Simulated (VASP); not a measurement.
# AlNi (Pm-3m) in VASP: notebook, part 2 of 2

VASP 6.6.1.

## (4) Single point, revPBE, collinear spin, ferromagnetic start

This run uses another cell than the first one, of 12.32 Å³/atom, 1.053 times its volume.

INCAR

```
SYSTEM = AlNi
PREC     = Accurate       ! precision mode
ENCUT    = 520            ! plane-wave cutoff, eV
EDIFF    = 1E-7           ! SCF threshold, eV
ISMEAR   = -1             ! smearing method
SIGMA    = 0.05           ! smearing width, eV
LREAL    = .FALSE.        ! projectors in reciprocal space
LASPH    = .TRUE.         ! aspherical terms in the spheres
NELM     = 150            ! most SCF steps
ALGO     = Normal         ! electronic algorithm
ISIF     = 2              ! what is computed and relaxed
LWAVE    = .FALSE.        ! write WAVECAR
LCHARG   = .FALSE.        ! write CHGCAR
ISPIN    = 2              ! spin polarisation
MAGMOM   = 1 0            ! initial moments
LORBIT   = 11             ! projections on sites
LMAXMIX  = 4              ! l up to which the mixer works
GGA      = RE             ! functional
NBANDS   = 18             ! bands
```

KPOINTS

```
Automatic mesh
0
G
  9 9 9
  0 0 0
```

POSCAR

```
AlNi
1.0
    2.9096877171      0.0000000000      0.0000000000
    0.0000000000      2.9096877171      0.0000000000
    0.0000000000      0.0000000000      2.9096877171
Ni Al
1 1
Direct
    0.5000000000      0.5000000000      0.5000000000
    0.0000000000      0.0000000000      0.0000000000
```

Potentials or basis: VASP PAW PBE potentials, release 64 (Ni, Al).

Launch:

```sh
cat potpaw_PBE.64/Ni/POTCAR potpaw_PBE.64/Al/POTCAR > POTCAR
mpirun -np 1 vasp_std > vasp.out
```

OUTCAR:

```text
SYSTEM = AlNi
   PREC = Accurate
   ENCUT = 520
   EDIFF = 1E-7
   ISMEAR = -1
   LREAL = .FALSE.
   LASPH = .TRUE.
   NELM = 150
   ISIF = 2
   ISPIN = 2
   LORBIT = 11
   GGA = RE

 ion  position               nearest neighbor table
   1  0.500  0.500  0.500-   2 2.52   2 2.52   2 2.52   2 2.52   2 2.52   2 2.52   2 2.52   2 2.52

   2  0.000  0.000  0.000-   1 2.52   1 2.52   1 2.52   1 2.52   1 2.52   1 2.52   1 2.52   1 2.52

  LATTYP: Found a simple cubic cell.
 ALAT       =     2.9096877171

  Lattice vectors:

 A1 = (   2.9096877171,   0.0000000000,   0.0000000000)
 A2 = (   0.0000000000,   2.9096877171,   0.0000000000)
 A3 = (   0.0000000000,   0.0000000000,   2.9096877171)

Analysis of symmetry for initial positions (statically):
=====================================================================
 Subroutine PRICEL returns:
 Original cell was already a primitive cell.

 Routine SETGRP: Setting up the symmetry group for a
 simple cubic supercell.

 Subroutine GETGRP returns: Found 48 space group operations
 (whereof 48 operations were pure point group operations)
 out of a pool of 48 trial point group operations.

The static configuration has the point symmetry O_h .

Analysis of symmetry for dynamics (positions and initial velocities):
=====================================================================
 Subroutine PRICEL returns:
 Original cell was already a primitive cell.

 Routine SETGRP: Setting up the symmetry group for a
 simple cubic supercell.

 Subroutine GETGRP returns: Found 48 space group operations
 (whereof 48 operations were pure point group operations)
 out of a pool of 48 trial point group operations.

The dynamic configuration has the point symmetry O_h .

Analysis of structural, dynamic, and magnetic symmetry:
=====================================================================
 Subroutine PRICEL returns:
 Original cell was already a primitive cell.

 Routine SETGRP: Setting up the symmetry group for a
 simple cubic supercell.

 Subroutine GETGRP returns: Found 48 space group operations
 (whereof 48 operations were pure point group operations)
 out of a pool of 48 trial point group operations.

The overall configuration has the point symmetry O_h .

 Subroutine INISYM returns: Found 48 space group operations
 (whereof 48 operations are pure point group operations),
 and found     1 'primitive' translations

----------------------------------------------------------------------------------------

                                     Primitive cell

  volume of cell :      24.6342

  direct lattice vectors                    reciprocal lattice vectors
     2.909687717  0.000000000  0.000000000     0.343679493  0.000000000  0.000000000
     0.000000000  2.909687717  0.000000000     0.000000000  0.343679493  0.000000000
     0.000000000  0.000000000  2.909687717     0.000000000  0.000000000  0.343679493

  length of vectors
     2.909687717  2.909687717  2.909687717     0.343679493  0.343679493  0.343679493

  position of ions in fractional coordinates (direct lattice)
     0.500000000  0.500000000  0.500000000
     0.000000000  0.000000000  0.000000000

  ion indices of the primitive-cell ions
   primitive index   ion index
                 1           1
                 2           2

----------------------------------------------------------------------------------------

 KPOINTS: Automatic mesh

Automatic generation of k-mesh.
[... 59 lines left out ...]
   ICHARG =      2    charge: 1-file 2-atom 10-const
   ISPIN  =      2    spin polarized calculation?
   LNONCOLLINEAR =      F non collinear calculations
   LSORBIT =      F    spin-orbit coupling
   LASPH  =      T    aspherical Exc in radial PAW
   ENCUT  =  520.0 eV  38.22 Ry    6.18 a.u.   5.41  5.41  5.41*2*pi/ulx,y,z
   NELM   =    150;   NELMIN=  2; NELMDL= -5     # of ELM steps
   EDIFF  = 0.1E-06   stopping-criterion for ELM
   LREAL  =      F    real-space projection
   EDIFFG = 0.1E-05   stopping-criterion for IOM
   NSW    =      0    number of steps for IOM
   IBRION =     -1    ionic relax: 0-MD 1-quasi-New 2-CG
   NFREE  =      0    steps in history (QN), initial steepest desc. (CG)
   ISIF   =      2    stress and relaxation
   ISYM   =      2    0-nonsym 1-usesym 2-fastsym
   POTIM  = 0.5000    time-step for ionic-motion
   TEBEG  =    0.0;   TEEND  =   0.0 temperature during run
   PSTRESS=    0.0 pullay stress
   NELECT =      13.0000    total number of electrons
   NUPDOWN=      -1.0000    fix difference up-down
   EMIN   =  10.00;   EMAX   =-10.00  energy-range for DOS
   EFERMI =   0.00;   METHOD = LEGACY
   ISMEAR =    -1;   SIGMA  =   0.05  broadening in eV -4-tet -1-fermi 0-gaus
   EFERMI_NEDOS =   21; number of points for ismear=-14 and -15
   IALGO  =     38    algorithm
   IMIX   =      4    mixing-type and parameters
     AMIX     =   0.40;   BMIX     =  1.00
     AMIX_MAG =   1.60;   BMIX_MAG =  1.00
  volume/ion in A,a.u.               =      12.32        83.12
  Fermi-wavevector in a.u.,A,eV,Ry     =   1.322948  2.500010 23.812814  1.750192
  Thomas-Fermi vector in A             =   2.452592
   LORBIT       =     11    0 simple, 1 ext, 2 COOP (PROOUT), +10 PAW based schemes
   GGA     = RE    functional components
   LHFCALC =     F    Hartree Fock is set to
   AEXX    =    0.0000 exact exchange contribution
   IVDW    =     0    specifies the selected vdW correction
   LEPSILON=     F    determine dielectric tensor
   LRPA    =     F    only Hartree local field effects (RPA)
 spin polarized calculation
  energy-cutoff  :      520.00
  volume of cell :       24.63
 maximum number of plane-waves:       691
 NGX is ok and might be reduce to    24
   NGX = 11   NGY = 11   NGZ = 11

 number of electron      13.0000008 magnetization      -0.0396676

 number of electron      13.0000008 magnetization       0.0000533

 Free energy of the ion-electron system (eV)
  ---------------------------------------------------
  ext. energy  EPLUGINS =         0.00000000
  ---------------------------------------------------
  free energy    TOTEN  =        -9.91276507 eV

  energy without entropy =       -9.90577499  energy(sigma->0) =       -9.90927003

 E-fermi :   9.7212     XC(G=0): -11.8418

 val. band max:        9.6655831419   @ k =   0.3333   0.3333   0.0000
 cond. band min:       9.7645576341   @ k =   0.3333   0.1111   0.1111
 fundamental gap:      0.0989744922
 Fermi energy:         9.7212296586

 spin component 1

 k-point     1 :       0.0000    0.0000    0.0000
  band No.  band energies     occupation
      1      -1.1925      1.00000
      2       6.6300      1.00000
      3       6.6300      1.00000
      4       8.2357      1.00000
      5       8.2357      1.00000
      6       8.2357      1.00000
[... 493 lines left out ...]
     17      31.9310      0.00000
     18      35.6712      0.00000

 [... further k-points ...]

 spin component 2

 k-point     1 :       0.0000    0.0000    0.0000
  band No.  band energies     occupation
      1      -1.1924      1.00000
      2       6.6302      1.00000
      3       6.6302      1.00000
      4       8.2358      1.00000
      5       8.2358      1.00000
      6       8.2358      1.00000
[... 493 lines left out ...]
     17      31.9310      0.00000
     18      35.6715      0.00000

 [... further k-points ...]
[... 5 lines left out ...]
  --------------------------------------------------------------------------------------
  -------------------------------------------------------------------------------------
  Total       -0.0137163     -0.0137163     -0.0137163     -0.0000000     -0.0000000      0.0000000
  in kB       -0.8920868     -0.8920868     -0.8920868     -0.0000000     -0.0000000      0.0000000
  external PRESSURE =      -0.8920868 kB  Pullay stress =       0.0000000 kB

 VOLUME and BASIS-vectors are now :
 -----------------------------------------------------------------------------
  energy-cutoff  :      520.00
  volume of cell :       24.63
      direct lattice vectors                 reciprocal lattice vectors
     2.909687717  0.000000000  0.000000000     0.343679493  0.000000000  0.000000000
     0.000000000  2.909687717  0.000000000     0.000000000  0.343679493  0.000000000
     0.000000000  0.000000000  2.909687717     0.000000000  0.000000000  0.343679493

 POSITION                                       TOTAL-FORCE (eV/Angst)
 -----------------------------------------------------------------------------------
      1.45484      1.45484      1.45484         0.000000      0.000000      0.000000
      0.00000      0.00000      0.00000         0.000000      0.000000      0.000000
 -----------------------------------------------------------------------------------
    total drift:                                0.000000      0.000000     -0.000000

  FREE ENERGIE OF THE ION-ELECTRON SYSTEM (eV)
  ---------------------------------------------------
  free  energy   TOTEN  =        -9.9127650702 eV

  energy  without entropy=       -9.9057749930  energy(sigma->0) =       -9.90927003

 total charge

# of ion       s       p       d       tot
------------------------------------------
    1        0.462   0.493   8.451   9.406
    2        0.383   0.401   0.000   0.784
--------------------------------------------------
tot          0.845   0.894   8.451  10.190

 magnetization (x)

# of ion       s       p       d       tot
------------------------------------------
    1        0.000   0.000   0.000   0.000
    2        0.000   0.000   0.000   0.000
--------------------------------------------------
tot          0.000   0.000   0.000   0.000
```

Wall time 16 s (1 thread of Intel Xeon Platinum 8488C (Sapphire Rapids), shared host); peak memory 0.16 GiB.

What came out:

```
Free energy                                           : -9.9128 eV
Pressure                                              : -0.1 GPa
Net moment                                            : 0.00 μB per cell
Valence electrons inside the program's atomic spheres : Ni 9.41; Al 0.78
```

Levels at points of the mesh, in eV from the Fermi level:
Spin up:
| k point | band 4 | band 5 | band 6 | band 7 | band 8 | band 9 |
| --- | --- | --- | --- | --- | --- | --- |
| (0.00, 0.00, 0.00) | -1.49 | -1.49 | -1.49 | 5.40 | 5.40 | 5.40 |
Spin down:
```csv
k point,band 3,band 4,band 5,band 6,band 7,band 8,band 9,band 10
"(0.00, 0.00, 0.00)",-3.09,-1.49,-1.49,-1.49,5.40,5.40,5.40,7.99
```

Caveat: the PAW data sets were made with another functional, which shifts forces and pressure a little.

## (5) Summary

```tsv
level	cell	smearing	gap on the mesh (eV)	pressure (GPa)	moment (μB)
PBE+D4	a = 2.860 Å, 2 atoms	fermi-dirac 0.05 eV	none	0.0	0.00
PBE	a = 2.881 Å, 2 atoms	gaussian 0.028 eV	none	1.9	0.00
revPBE	a = 2.910 Å, 2 atoms	fermi-dirac 0.05 eV	none	-0.1	0.00
```

Alike in all rows: task single point; potentials or basis VASP PAW PBE potentials, release 64 (Ni, Al); spin collinear, ferromagnetic start; k mesh 9 × 9 × 9; cutoff (eV) 520.

Caveats: pairwise dispersion overbinds metals, which lowers pressure and volume (some runs); the PAW data sets were made with another functional, which shifts forces and pressure a little (some runs).

Total energies depend on the potentials used, so only differences within one code and one set of settings carry meaning.
